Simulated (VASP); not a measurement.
# MnSi (P2_13) in VASP: density of states with PBE

Aim: the density of states of MnSi with PBE.

Everything below comes from runs of VASP 6.6.1. Logs are shortened: lines on timing, memory, paths and dates and some standing lists are left out, and cuts for length are marked.

## Step 1: The cell of the first run

Symmetry: P2_13, No. 198, cubic system. The conventional cell has a = 4.497 Å, b = 4.497 Å, c = 4.497 Å, α = 90.00°, β = 90.00°, γ = 90.00°. Mn (site symmetry 3) has 7 Si at 2.27 to 2.51 Å and 6 Mn at 2.76 Å within 3.0 Å. Si (site symmetry 3) has 7 Mn at 2.27 to 2.51 Å and 6 Si at 2.78 Å within 3.0 Å.

## Step 2: Density of states, PBE

POSCAR

```
MnSi
1.0
    4.4973380643      0.0000000000      0.0000000000
    0.0000000000      4.4973380643      0.0000000000
    0.0000000000      0.0000000000      4.4973380643
Mn Si
4 4
Direct
    0.1371854628      0.1371854628      0.1371854628
    0.3628145372      0.8628145372      0.6371854628
    0.6371854628      0.3628145372      0.8628145372
    0.8628145372      0.6371854628      0.3628145372
    0.8456431428      0.8456431428      0.8456431428
    0.6543568572      0.1543568572      0.3456431428
    0.3456431428      0.6543568572      0.1543568572
    0.1543568572      0.3456431428      0.6543568572
```

INCAR.step1

```
ALGO = Normal
EDIFF = 1E-7
ENCUT = 520
GGA = PE
ISIF = 2
ISMEAR = 0
LASPH = T
LCHARG = T
LMAXMIX = 4
LREAL = F
LWAVE = F
NBANDS = 44
NELM = 100
PREC = Accurate
SIGMA = 0.05
```

KPOINTS.step1

```
k-points
0
Gamma
  8 8 8
```

INCAR.step2

```
ALGO = Normal
EDIFF = 1E-7
ENCUT = 520
GGA = PE
ICHARG = 11
ISIF = 2
ISMEAR = -5
LASPH = T
LCHARG = F
LMAXMIX = 4
LORBIT = 11
LREAL = F
LWAVE = F
NBANDS = 44
NEDOS = 1001
NELM = 100
PREC = Accurate
SIGMA = 0.05
```

KPOINTS.step2

```
k-points
0
Gamma
  12 12 12
```

Potentials or basis: VASP PAW PBE potentials, release 64 (Mn_pv, Si).

On the command line:

```
cat potpaw_PBE.64/Mn_pv/POTCAR potpaw_PBE.64/Si/POTCAR > POTCAR
cp INCAR.step1 INCAR
cp KPOINTS.step1 KPOINTS
mpirun -np 1 vasp_std > vasp.out
cp INCAR.step2 INCAR
cp KPOINTS.step2 KPOINTS
mpirun -np 1 vasp_std > vasp.out
```

OUTCAR:

```text
EDIFF = 1E-7
   ENCUT = 520
   GGA = PE
   ICHARG = 11
   ISIF = 2
   ISMEAR = -5
   LASPH = T
   LORBIT = 11
   LREAL = F
   NELM = 100
   PREC = Accurate

 ion  position               nearest neighbor table
   1  0.137  0.137  0.137-   5 2.27   6 2.37   7 2.37   8 2.37   7 2.51   8 2.51   6 2.51   2 2.76
                             2 2.76   4 2.76   3 2.76   4 2.76   3 2.76
   2  0.363  0.863  0.637-   6 2.27   5 2.37   7 2.37   8 2.37   7 2.51   8 2.51   5 2.51   1 2.76
                             1 2.76   3 2.76   4 2.76   4 2.76   3 2.76
   3  0.637  0.363  0.863-   7 2.27   6 2.37   5 2.37   8 2.37   8 2.51   6 2.51   5 2.51   4 2.76
                             4 2.76   1 2.76   2 2.76   2 2.76   1 2.76
   4  0.863  0.637  0.363-   8 2.27   6 2.37   7 2.37   5 2.37   6 2.51   5 2.51   7 2.51   3 2.76
                             3 2.76   1 2.76   1 2.76   2 2.76   2 2.76
   5  0.846  0.846  0.846-   1 2.27   2 2.37   3 2.37   4 2.37   3 2.51   4 2.51   2 2.51   6 2.78
                             7 2.78   8 2.78   6 2.78   8 2.78   7 2.78
   6  0.654  0.154  0.346-   2 2.27   1 2.37   3 2.37   4 2.37   3 2.51   4 2.51   1 2.51   8 2.78
                             5 2.78   5 2.78   7 2.78   7 2.78   8 2.78
   7  0.346  0.654  0.154-   3 2.27   2 2.37   1 2.37   4 2.37   4 2.51   2 2.51   1 2.51   8 2.78
                             5 2.78   8 2.78   6 2.78   6 2.78   5 2.78
   8  0.154  0.346  0.654-   4 2.27   2 2.37   3 2.37   1 2.37   2 2.51   1 2.51   3 2.51   7 2.78
                             5 2.78   7 2.78   5 2.78   6 2.78   6 2.78

  LATTYP: Found a simple cubic cell.
 ALAT       =     4.4973380643

  Lattice vectors:

 A1 = (   4.4973380643,   0.0000000000,   0.0000000000)
 A2 = (   0.0000000000,   4.4973380643,   0.0000000000)
 A3 = (   0.0000000000,   0.0000000000,   4.4973380643)

Analysis of symmetry for initial positions (statically):
=====================================================================
 Subroutine PRICEL returns:
 Original cell was already a primitive cell.

 Routine SETGRP: Setting up the symmetry group for a
 simple cubic supercell.

 Subroutine GETGRP returns: Found 12 space group operations
 (whereof  3 operations were pure point group operations)
 out of a pool of 48 trial point group operations.

The static configuration has the point symmetry C_3 .
 The point group associated with its full space group is T   .

Analysis of symmetry for dynamics (positions and initial velocities):
=====================================================================
 Subroutine PRICEL returns:
 Original cell was already a primitive cell.

 Routine SETGRP: Setting up the symmetry group for a
 simple cubic supercell.

 Subroutine GETGRP returns: Found 12 space group operations
 (whereof  3 operations were pure point group operations)
 out of a pool of 48 trial point group operations.

The dynamic configuration has the point symmetry C_3 .
 The point group associated with its full space group is T   .

 Subroutine INISYM returns: Found 12 space group operations
 (whereof  3 operations are pure point group operations),
 and found     1 'primitive' translations

----------------------------------------------------------------------------------------

                                     Primitive cell

  volume of cell :      90.9634

  direct lattice vectors                    reciprocal lattice vectors
     4.497338064  0.000000000  0.000000000     0.222353754  0.000000000  0.000000000
     0.000000000  4.497338064  0.000000000     0.000000000  0.222353754  0.000000000
     0.000000000  0.000000000  4.497338064     0.000000000  0.000000000  0.222353754

  length of vectors
     4.497338064  4.497338064  4.497338064     0.222353754  0.222353754  0.222353754

  position of ions in fractional coordinates (direct lattice)
     0.137185463  0.137185463  0.137185463
     0.362814537  0.862814537  0.637185463
     0.637185463  0.362814537  0.862814537
     0.862814537  0.637185463  0.362814537
     0.845643143  0.845643143  0.845643143
     0.654356857  0.154356857  0.345643143
     0.345643143  0.654356857  0.154356857
     0.154356857  0.345643143  0.654356857

  ion indices of the primitive-cell ions
   primitive index   ion index
                 1           1
                 2           2
                 3           3
                 4           4
                 5           5
                 6           6
                 7           7
                 8           8

[... 26 lines left out ...]
 Found    119 irreducible k-points:

 Following reciprocal coordinates:
            Coordinates               Weight
  0.000000  0.000000  0.000000      1.000000
  0.083333  0.000000  0.000000      6.000000
  0.166667  0.000000  0.000000      6.000000
  0.250000  0.000000  0.000000      6.000000
  0.333333  0.000000  0.000000      6.000000
  0.416667  0.000000  0.000000      6.000000
[... 16 lines left out ...]
 -0.166667  0.333333  0.000000     12.000000
  0.416667  0.166667  0.000000     12.000000
 [... further k-points ...]
   k-points           NKPTS =    119   k-points in BZ     NKDIM =    119   number of bands    NBANDS=     44
   number of dos      NEDOS =   1001   number of ions     NIONS =      8
   total plane-waves  NPLWV =  46656
   dimension x,y,z NGX =    36 NGY =   36 NGZ =   36
   dimension x,y,z NGXF=    72 NGYF=   72 NGZF=   72
   ions per type =               4   4
   NGX,Y,Z   is equivalent  to a cutoff of  13.31, 13.31, 13.31 a.u.
   NGXF,Y,Z  is equivalent  to a cutoff of  26.62, 26.62, 26.62 a.u.
 SYSTEM =  unknown system
   PREC   = accura    normal or accurate (medium, high low for compatibility)
   ISTART =      0    job   : 0-new  1-cont  2-samecut
   ICHARG =     11    charge: 1-file 2-atom 10-const
   ISPIN  =      1    spin polarized calculation?
   LNONCOLLINEAR =      F non collinear calculations
   LSORBIT =      F    spin-orbit coupling
   LASPH  =      T    aspherical Exc in radial PAW
   ENCUT  =  520.0 eV  38.22 Ry    6.18 a.u.   8.36  8.36  8.36*2*pi/ulx,y,z
   NELM   =    100;   NELMIN=  2; NELMDL=  0     # of ELM steps
   EDIFF  = 0.1E-06   stopping-criterion for ELM
   LREAL  =      F    real-space projection
   EDIFFG = 0.1E-05   stopping-criterion for IOM
   NSW    =      0    number of steps for IOM
   IBRION =     -1    ionic relax: 0-MD 1-quasi-New 2-CG
   NFREE  =      0    steps in history (QN), initial steepest desc. (CG)
   ISIF   =      2    stress and relaxation
   ISYM   =      2    0-nonsym 1-usesym 2-fastsym
   POTIM  = 0.5000    time-step for ionic-motion
   TEBEG  =    0.0;   TEEND  =   0.0 temperature during run
   PSTRESS=    0.0 pullay stress
   NELECT =      68.0000    total number of electrons
   NUPDOWN=      -1.0000    fix difference up-down
   EMIN   =  10.00;   EMAX   =-10.00  energy-range for DOS
   EFERMI =   0.00;   METHOD = LEGACY
   ISMEAR =    -5;   SIGMA  =   0.05  broadening in eV -4-tet -1-fermi 0-gaus
   EFERMI_NEDOS =   21; number of points for ismear=-14 and -15
   IALGO  =     38    algorithm
   IMIX   =      4    mixing-type and parameters
     AMIX     =   0.40;   BMIX     =  1.00
     AMIX_MAG =   1.60;   BMIX_MAG =  1.00
  volume/ion in A,a.u.               =      11.37        76.73
  Fermi-wavevector in a.u.,A,eV,Ry     =   1.485784  2.807724 30.035586  2.207553
  Thomas-Fermi vector in A             =   2.599152
   LORBIT       =     11    0 simple, 1 ext, 2 COOP (PROOUT), +10 PAW based schemes
   GGA     = PE    functional components
   LHFCALC =     F    Hartree Fock is set to
   AEXX    =    0.0000 exact exchange contribution
   IVDW    =     0    specifies the selected vdW correction
   LEPSILON=     F    determine dielectric tensor
   LRPA    =     F    only Hartree local field effects (RPA)
 non-spin polarized calculation
 Fermi weights with tetrahedron method with Bloechl corrections
  energy-cutoff  :      520.00
  volume of cell :       90.96
 maximum number of plane-waves:      2477
 NGX is ok and might be reduce to    36

 number of electron      68.0000038 magnetization

 Free energy of the ion-electron system (eV)
  ---------------------------------------------------
  ext. energy  EPLUGINS =         0.00000000
  ---------------------------------------------------
  free energy    TOTEN  =       -61.19915378 eV

  energy without entropy =      -61.19915378  energy(sigma->0) =      -61.19915378

 E-fermi :  11.2346     XC(G=0): -12.8958

 val. band max:       11.2508401881   @ k =   0.0833   0.0833   0.0833
 cond. band min:      11.2322352434   @ k =   0.5000   0.5000   0.1667
 fundamental gap:     -0.0186049447
 Fermi energy:        11.2346290483

 k-point     1 :       0.0000    0.0000    0.0000
  band No.  band energies     occupation
      1     -36.5416      2.00000
      2     -36.5416      2.00000
      3     -36.5416      2.00000
      4     -36.4960      2.00000
      5     -36.4960      2.00000
      6     -36.4960      2.00000
[... 1117 lines left out ...]
     43      15.2006      0.00000
     44      15.6866      0.00000

 [... further k-points ...]

------------------------ aborting loop because EDIFF is reached ----------------------------------------

  FORCE on cell =-STRESS in cart. coord.  units (eV):
  Direction    XX          YY          ZZ          XY          YZ          ZX
  --------------------------------------------------------------------------------------
  -------------------------------------------------------------------------------------
  Total       -0.0024143     -0.0024143     -0.0024143     -0.0000000      0.0000000      0.0000000
  in kB       -0.0425247     -0.0425247     -0.0425247     -0.0000000      0.0000000      0.0000000
  external PRESSURE =      -0.0425247 kB  Pullay stress =       0.0000000 kB

 VOLUME and BASIS-vectors are now :
 -----------------------------------------------------------------------------
  energy-cutoff  :      520.00
  volume of cell :       90.96
      direct lattice vectors                 reciprocal lattice vectors
     4.497338064  0.000000000  0.000000000     0.222353754  0.000000000  0.000000000
     0.000000000  4.497338064  0.000000000     0.000000000  0.222353754  0.000000000
     0.000000000  0.000000000  4.497338064     0.000000000  0.000000000  0.222353754

 POSITION                                       TOTAL-FORCE (eV/Angst)
 -----------------------------------------------------------------------------------
      0.61697      0.61697      0.61697         0.007657      0.007657      0.007657
      1.63170      3.88037      2.86564        -0.007657     -0.007657      0.007657
      2.86564      1.63170      3.88037         0.007657     -0.007657     -0.007657
      3.88037      2.86564      1.63170        -0.007657      0.007657     -0.007657
      3.80314      3.80314      3.80314         0.000171      0.000171      0.000171
      2.94286      0.69419      1.55447        -0.000171     -0.000171      0.000171
      1.55447      2.94286      0.69419         0.000171     -0.000171     -0.000171
      0.69419      1.55447      2.94286        -0.000171      0.000171     -0.000171
 -----------------------------------------------------------------------------------
    total drift:                               -0.000001     -0.000001      0.000000

  FREE ENERGIE OF THE ION-ELECTRON SYSTEM (eV)
  ---------------------------------------------------
  free  energy   TOTEN  =       -61.1991537824 eV

  energy  without entropy=      -61.1991537824  energy(sigma->0) =      -61.19915378

 total charge

# of ion       s       p       d       tot
------------------------------------------
    1        0.337   6.391   5.314  12.042
    2        0.337   6.391   5.314  12.042
    3        0.337   6.391   5.314  12.042
    4        0.337   6.391   5.314  12.042
    5        0.743   0.912   0.000   1.655
    6        0.743   0.912   0.000   1.655
    7        0.743   0.912   0.000   1.655
    8        0.743   0.912   0.000   1.655
--------------------------------------------------
tot          4.320  29.211  21.256  54.787
```

It took 3.2 min on 1 thread of Intel Xeon 6975P-C (Granite Rapids), shared host; peak memory 0.44 GiB.

What came out:

* Valence electrons inside the program's atomic spheres: Mn 12.04; Si 1.66

Caveat: tetrahedron occupations give inexact forces and stress in metals.
